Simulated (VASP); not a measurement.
# BP (F-43m) in VASP: further runs

The runs below take BP through single point, with HF, r2SCAN50.

Everything below comes from runs of VASP 6.6.1. Logs are shortened: lines on timing, memory, paths and dates and some standing lists are left out, and cuts for length are marked.

### 1 The cell of the first run

The structure is cubic, space group F-43m (No. 216). The conventional cell has a = 4.538 Å, b = 4.538 Å, c = 4.538 Å, α = 90.00°, β = 90.00°, γ = 90.00°. Within 2.6 Å of P (site symmetry -43m) lie 4 B at 1.97 Å. Within 2.6 Å of B (site symmetry -43m) lie 4 P at 1.97 Å.

### 2 Single point, HF

POSCAR reads:

```
BP
1.0
    0.0000000000      2.2690000000      2.2690000000
    2.2690000000      0.0000000000      2.2690000000
    2.2690000000      2.2690000000      0.0000000000
P B
1 1
Direct
    0.7500000000      0.7500000000      0.7500000000
    0.0000000000      0.0000000000      0.0000000000
```

INCAR.step1 reads:

```
SYSTEM = BP
ALGO = Normal
EDIFF = 1E-5
ENCUT = 1000
GGA = PE
GGA_COMPAT = .FALSE.
ISIF = 2
ISMEAR = -1
LASPH = .TRUE.
LREAL = .FALSE.
LWAVE = .TRUE.
NBANDS = 11
NELM = 120
PREC = Accurate
SIGMA = 0.05
```

INCAR.step2 reads:

```
SYSTEM = BP
AEXX = 1.0
AGGAC = 0.0
ALDAC = 0.0
ALGO = Normal
EDIFF = 1E-6
ENCUT = 1000
GGA = PE
GGA_COMPAT = .FALSE.
ISIF = 2
ISMEAR = -1
ISTART = 1
LASPH = .TRUE.
LCHARG = .TRUE.
LELF = .TRUE.
LHFCALC = .TRUE.
LREAL = .FALSE.
LVHAR = .TRUE.
LWAVE = .FALSE.
NBANDS = 11
NELM = 120
PREC = Accurate
PRECFOCK = Normal
SIGMA = 0.05
```

KPOINTS reads:

```
k-points
0
G
  5 5 5
  0 0 0
```

Potentials or basis: VASP PAW PBE potentials, release 64 (P, B_h).

Started as:

```console
$ cat potpaw_PBE.64/P/POTCAR potpaw_PBE.64/B_h/POTCAR > POTCAR
$ cp INCAR.step1 INCAR
$ mpirun -np 1 vasp_std > vasp.out
$ cp INCAR.step2 INCAR
$ mpirun -np 1 vasp_std > vasp.out
```

OUTCAR:

```text
SYSTEM = BP
   AEXX = 1.0
   EDIFF = 1E-6
   ENCUT = 1000
   GGA = PE
   ISIF = 2
   ISMEAR = -1
   ISTART = 1
   LASPH = .TRUE.
   LHFCALC = .TRUE.
   LREAL = .FALSE.
   NELM = 120
   PREC = Accurate
   PRECFOCK = Normal

 ion  position               nearest neighbor table
   1  0.750  0.750  0.750-   2 1.97   2 1.97   2 1.97   2 1.97
   2  0.000  0.000  0.000-   1 1.97   1 1.97   1 1.97   1 1.97

  LATTYP: Found a face centered cubic cell.
 ALAT       =     4.5380000000

  Lattice vectors:

 A1 = (   0.0000000000,   2.2690000000,   2.2690000000)
 A2 = (   2.2690000000,   0.0000000000,   2.2690000000)
 A3 = (   2.2690000000,   2.2690000000,   0.0000000000)

Analysis of symmetry for initial positions (statically):
=====================================================================
 Subroutine PRICEL returns:
 Original cell was already a primitive cell.

 Routine SETGRP: Setting up the symmetry group for a
 face centered cubic supercell.

 Subroutine GETGRP returns: Found 24 space group operations
 (whereof 24 operations were pure point group operations)
 out of a pool of 48 trial point group operations.

The static configuration has the point symmetry T_d .

Analysis of symmetry for dynamics (positions and initial velocities):
=====================================================================
 Subroutine PRICEL returns:
 Original cell was already a primitive cell.

 Routine SETGRP: Setting up the symmetry group for a
 face centered cubic supercell.

 Subroutine GETGRP returns: Found 24 space group operations
 (whereof 24 operations were pure point group operations)
 out of a pool of 48 trial point group operations.

The dynamic configuration has the point symmetry T_d .

 Subroutine INISYM returns: Found 24 space group operations
 (whereof 24 operations are pure point group operations),
 and found     1 'primitive' translations

----------------------------------------------------------------------------------------

                                     Primitive cell

  volume of cell :      23.3633

  direct lattice vectors                    reciprocal lattice vectors
     0.000000000  2.269000000  2.269000000    -0.220361393  0.220361393  0.220361393
     2.269000000  0.000000000  2.269000000     0.220361393 -0.220361393  0.220361393
     2.269000000  2.269000000  0.000000000     0.220361393  0.220361393 -0.220361393

  length of vectors
     3.208850573  3.208850573  3.208850573     0.381677128  0.381677128  0.381677128

  position of ions in fractional coordinates (direct lattice)
     0.750000000  0.750000000  0.750000000
     0.000000000  0.000000000  0.000000000

  ion indices of the primitive-cell ions
   primitive index   ion index
                 1           1
                 2           2

----------------------------------------------------------------------------------------

 KPOINTS: k-points

Automatic generation of k-mesh.
 Grid dimensions read from file:
 generate k-points for:    5    5    5

 Generating k-lattice:

  Cartesian coordinates                     Fractional coordinates (reciprocal lattice)
    -0.044072279  0.044072279  0.044072279     0.200000000  0.000000000  0.000000000
     0.044072279 -0.044072279  0.044072279     0.000000000  0.200000000  0.000000000
     0.044072279  0.044072279 -0.044072279     0.000000000  0.000000000  0.200000000

  Length of vectors
     0.076335426  0.076335426  0.076335426

  Shift w.r.t. Gamma in fractional coordinates (k-lattice)
     0.000000000  0.000000000  0.000000000

 Subroutine IBZKPT returns following result:
 ===========================================

 Found     10 irreducible k-points:

 Following reciprocal coordinates:
            Coordinates               Weight
  0.000000  0.000000  0.000000      1.000000
  0.200000  0.000000  0.000000      8.000000
  0.400000  0.000000  0.000000      8.000000
  0.200000  0.200000  0.000000      6.000000
  0.400000  0.200000  0.000000     24.000000
 -0.400000  0.200000  0.000000     24.000000
 -0.200000  0.200000  0.000000     12.000000
  0.400000  0.400000  0.000000      6.000000
 -0.400000  0.400000  0.000000     12.000000
 -0.400000  0.400000  0.200000     24.000000
   k-points           NKPTS =     10   k-points in BZ     NKDIM =    125   number of bands    NBANDS=     11
   number of dos      NEDOS =    301   number of ions     NIONS =      2
   total plane-waves  NPLWV =  46656
   dimension x,y,z NGX =    36 NGY =   36 NGZ =   36
   dimension x,y,z NGXF=    72 NGYF=   72 NGZF=   72
   ions per type =               1   1
   NGX,Y,Z   is equivalent  to a cutoff of  18.65, 18.65, 18.65 a.u.
   NGXF,Y,Z  is equivalent  to a cutoff of  37.30, 37.30, 37.30 a.u.
 SYSTEM =  BP
   PREC   = accura    normal or accurate (medium, high low for compatibility)
   ISTART =      1    job   : 0-new  1-cont  2-samecut
   ICHARG =      0    charge: 1-file 2-atom 10-const
   ISPIN  =      1    spin polarized calculation?
   LNONCOLLINEAR =      F non collinear calculations
   LSORBIT =      F    spin-orbit coupling
   LASPH  =      T    aspherical Exc in radial PAW
   ENCUT  = 1000.0 eV  73.50 Ry    8.57 a.u.   8.27  8.27  8.27*2*pi/ulx,y,z
   NELM   =    120;   NELMIN=  2; NELMDL=  0     # of ELM steps
   EDIFF  = 0.1E-05   stopping-criterion for ELM
   LREAL  =      F    real-space projection
   EDIFFG = 0.1E-04   stopping-criterion for IOM
   NSW    =      0    number of steps for IOM
   IBRION =     -1    ionic relax: 0-MD 1-quasi-New 2-CG
   NFREE  =      0    steps in history (QN), initial steepest desc. (CG)
   ISIF   =      2    stress and relaxation
   ISYM   =      3    0-nonsym 1-usesym 2-fastsym
   POTIM  = 0.5000    time-step for ionic-motion
   TEBEG  =    0.0;   TEEND  =   0.0 temperature during run
   PSTRESS=    0.0 pullay stress
   NELECT =       8.0000    total number of electrons
   NUPDOWN=      -1.0000    fix difference up-down
   EMIN   =  10.00;   EMAX   =-10.00  energy-range for DOS
   EFERMI =   0.00;   METHOD = LEGACY
   ISMEAR =    -1;   SIGMA  =   0.05  broadening in eV -4-tet -1-fermi 0-gaus
   EFERMI_NEDOS =   21; number of points for ismear=-14 and -15
   IALGO  =     38    algorithm
   IMIX   =      1    mixing-type and parameters
     AMIX     =   0.40;   BMIX     =  1.00
     AMIX_MAG =   1.60;   BMIX_MAG =  1.00
  volume/ion in A,a.u.               =      11.68        78.83
  Fermi-wavevector in a.u.,A,eV,Ry     =   1.145320  2.164342 17.847562  1.311759
  Thomas-Fermi vector in A             =   2.282009
   LORBIT       =      0    0 simple, 1 ext, 2 COOP (PROOUT), +10 PAW based schemes
   GGA     = PE    functional components
   LHFCALC =     T    Hartree Fock is set to
   PRECFOCK=normal    Normal, Fast or Accurate (Low or Medium for compatibility)
   ENCUT4O =  -1.0   cutoff for four orbital integrals eV
   NKREDX  =     1    reduce k-point grid by
   NKREDY  =     1    reduce k-point grid by
   NKREDZ  =     1    reduce k-point grid by
   AEXX    =    1.0000 exact exchange contribution
   HFSCREEN=    0.0000 screening length (either q_TF or 0.3 A-1)
   HFSCREENC=   0.0000 screening length for correlation (either q_TF or 0.3 A-1)
   ENCUTFOCK=  -1.0 apply spherical cutoff to Coloumb kernel
   IVDW    =     0    specifies the selected vdW correction
   LEPSILON=     F    determine dielectric tensor
   LRPA    =     F    only Hartree local field effects (RPA)
 non-spin polarized calculation
  energy-cutoff  :     1000.00
  volume of cell :       23.36
 maximum number of plane-waves:      1692
 NGX is ok and might be reduce to    36
  NGX = 28; NGY = 28; NGZ = 28

 number of electron       8.0000000 magnetization

 Free energy of the ion-electron system (eV)
  ---------------------------------------------------
  ext. energy  EPLUGINS =         0.00000000
  ---------------------------------------------------
  free energy    TOTEN  =       -21.51417982 eV

  energy without entropy =      -21.51417982  energy(sigma->0) =      -21.51417982

 E-fermi :   6.8879     XC(G=0):   0.0000

 val. band max:        5.7630882052   @ k =   0.0000   0.0000   0.0000
 cond. band min:      13.8278856942   @ k =   0.4000   0.4000   0.0000
 fundamental gap:      8.0647974890
 Fermi energy:         6.8878503622

 k-point     1 :       0.0000    0.0000    0.0000
  band No.  band energies     occupation
      1     -15.8212      2.00000
      2       5.7631      2.00000
      3       5.7631      2.00000
      4       5.7631      2.00000
      5      16.7137      0.00000
      6      16.7137      0.00000
      7      16.7137      0.00000
      8      22.1636      0.00000
      9      25.6442      0.00000
     10      26.8479      0.00000
     11      26.8479      0.00000

 k-point     2 :       0.2000    0.0000    0.0000
  band No.  band energies     occupation
      1     -14.8400      2.00000
      2       1.0026      2.00000
      3       4.7302      2.00000
      4       4.7302      2.00000
      5      17.3807      0.00000
      6      18.1262      0.00000
      7      18.1262      0.00000
      8      24.0760      0.00000
      9      25.2393      0.00000
     10      25.2393      0.00000
     11      27.4813      0.00000

 k-point     3 :       0.4000    0.0000    0.0000
  band No.  band energies     occupation
      1     -12.1883      2.00000
      2      -5.2735      2.00000
      3       3.5800      2.00000
      4       3.5800      2.00000
      5      17.1938      0.00000
      6      18.3971      0.00000
      7      18.3971      0.00000
      8      24.7992      0.00000
      9      28.3089      0.00000
     10      28.3089      0.00000
     11      29.3445      0.00000
[... 71 lines left out ...]
 k-point     9 :      -0.4000    0.4000    0.0000
  band No.  band energies     occupation
      1      -8.8706      2.00000
      2      -6.1209      2.00000
      3      -1.8491      2.00000
      4       0.8064      2.00000
      5      14.6584      0.00000
      6      18.0865      0.00000
      7      26.0622      0.00000
      8      26.8035      0.00000
      9      27.9592      0.00000
     10      28.8004      0.00000
     11      34.7900      0.00000

 k-point    10 :      -0.4000    0.4000    0.2000
  band No.  band energies     occupation
      1      -9.8983      2.00000
      2      -4.8903      2.00000
      3      -1.5863      2.00000
      4       0.2652      2.00000
      5      17.9875      0.00000
      6      19.1200      0.00000
      7      21.1096      0.00000
      8      25.9566      0.00000
      9      26.7304      0.00000
     10      30.2500      0.00000
     11      34.4366      0.00000

------------------------ aborting loop because EDIFF is reached ----------------------------------------

  FORCE on cell =-STRESS in cart. coord.  units (eV):
  Direction    XX          YY          ZZ          XY          YZ          ZX
  --------------------------------------------------------------------------------------
  -------------------------------------------------------------------------------------
  Total        0.5399153      0.5399153      0.5399153      0.0000000     -0.0000000      0.0000000
  in kB       37.0256557     37.0256557     37.0256557      0.0000000     -0.0000000      0.0000000
  external PRESSURE =      37.0256557 kB  Pullay stress =       0.0000000 kB

 VOLUME and BASIS-vectors are now :
 -----------------------------------------------------------------------------
  energy-cutoff  :     1000.00
  volume of cell :       23.36
      direct lattice vectors                 reciprocal lattice vectors
     0.000000000  2.269000000  2.269000000    -0.220361393  0.220361393  0.220361393
     2.269000000  0.000000000  2.269000000     0.220361393 -0.220361393  0.220361393
     2.269000000  2.269000000  0.000000000     0.220361393  0.220361393 -0.220361393

 POSITION                                       TOTAL-FORCE (eV/Angst)
 -----------------------------------------------------------------------------------
      3.40350      3.40350      3.40350        -0.000000     -0.000000     -0.000000
      0.00000      0.00000      0.00000         0.000000      0.000000      0.000000
 -----------------------------------------------------------------------------------
    total drift:                               -0.000000     -0.000000     -0.000000

  FREE ENERGIE OF THE ION-ELECTRON SYSTEM (eV)
  ---------------------------------------------------
  free  energy   TOTEN  =       -21.5141798215 eV

  energy  without entropy=      -21.5141798214  energy(sigma->0) =      -21.51417982
```

It took 6.6 min on 1 thread of Intel Xeon Platinum 8375C at 2.90GHz (Ice Lake), shared host; peak memory 0.21 GiB.

What came out:

* Free energy: -21.5142 eV
* Pressure: 3.7 GPa
* Band gap on the k mesh: 8.06 eV (least direct gap 10.95 eV)

Caveat: the k points lie up to 0.48 Å⁻¹ apart; the PAW data sets were made with another functional, which shifts forces and pressure a little; an odd mesh through Γ misses points on the zone boundary, where band edges can lie.

### 3 Single point, r2SCAN50

POSCAR is that of step 2.

INCAR.step1 reads:

```
ALGO = Normal
EDIFF = 1E-5
ENCUT = 1010
GGA = PE
GGA_COMPAT = False
ISIF = 2
ISMEAR = -1
LASPH = True
LCHARG = False
LREAL = False
LWAVE = True
NBANDS = 11
NELM = 120
PREC = Accurate
SIGMA = 0.05
```

INCAR.step2 reads:

```
AEXX = 0.5
ALGO = Normal
EDIFF = 1E-6
ENCUT = 1010
GGA_COMPAT = False
ISIF = 2
ISMEAR = -1
ISTART = 1
LASPH = True
LCHARG = False
LHFCALC = True
LMIXTAU = True
LREAL = False
LWAVE = False
METAGGA = R2SCAN
NBANDS = 11
NELM = 120
PREC = Accurate
PRECFOCK = Normal
SIGMA = 0.05
```

KPOINTS reads:

```
k-points
0
Gamma
  5 5 5
```

Potentials or basis: VASP PAW PBE potentials, release 64 (P, B_h).

Started as:

```console
$ cat potpaw_PBE.64/P/POTCAR potpaw_PBE.64/B_h/POTCAR > POTCAR
$ cp INCAR.step1 INCAR
$ mpirun -np 1 vasp_std > vasp.out
$ cp INCAR.step2 INCAR
$ mpirun -np 1 vasp_std > vasp.out
```

Run time: 9.5 min. Hardware: 1 thread of Intel Xeon Platinum 8259CL at 2.50GHz (Skylake/Cascade Lake), shared host; peak memory 0.23 GiB.

Results (log left out):

```yaml
Free_energy: -20.7469 eV
Pressure: -5.0 GPa
Band_gap_on_the_k_mesh: 4.25 eV (least direct gap 6.81 eV)
```

Levels at points of the mesh, in eV from the valence-band top:
```tsv
k point	band 2	band 3	band 4	band 5	band 6	band 7
(0.00, 0.00, 0.00)	0.00	0.00	0.00	6.81	6.81	6.81
```

Caveat: the k points lie up to 0.48 Å⁻¹ apart; the PAW data sets were made with another functional, which shifts forces and pressure a little; an odd mesh through Γ misses points on the zone boundary, where band edges can lie.

(Part 1 of 2 ends here.)
